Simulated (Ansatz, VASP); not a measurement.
## CaO in VASP and in Ansatz

```
Ca O
1.0
     0.00000    2.40748    2.40748
     2.40748    0.00000    2.40748
     2.40748    2.40748    0.00000
Ca O
1 1
Direct
  0.00000 0.00000 0.00000
  0.50000 0.50000 0.50000
```

Change from the starting cell: volume scaled by 0.95.

Alike in both runs: task single point; functional PBE; k mesh 9 × 9 × 9; occupations fermi-dirac, width 0.03 eV; no spin polarisation.

```csv
,VASP,Ansatz
version,VASP 6.6.1,Ansatz 0.2.0
potentials or method,"VASP PAW PBE potentials, release 64 (Ca_sv, O), cutoff 520 eV","all-electron LAPW, scalar-relativistic"
```

Ansatz gave:

- gap on the k mesh at the Fermi level (eV): 3.71
- pressure (GPa): 1.1

**Question.** Estimate VASP's values.

**Answer.** gap on the k mesh at the Fermi level (eV): 3.69; pressure (GPa): 1.6.

Ansatz ran all-electron here, and VASP with PAW potentials.
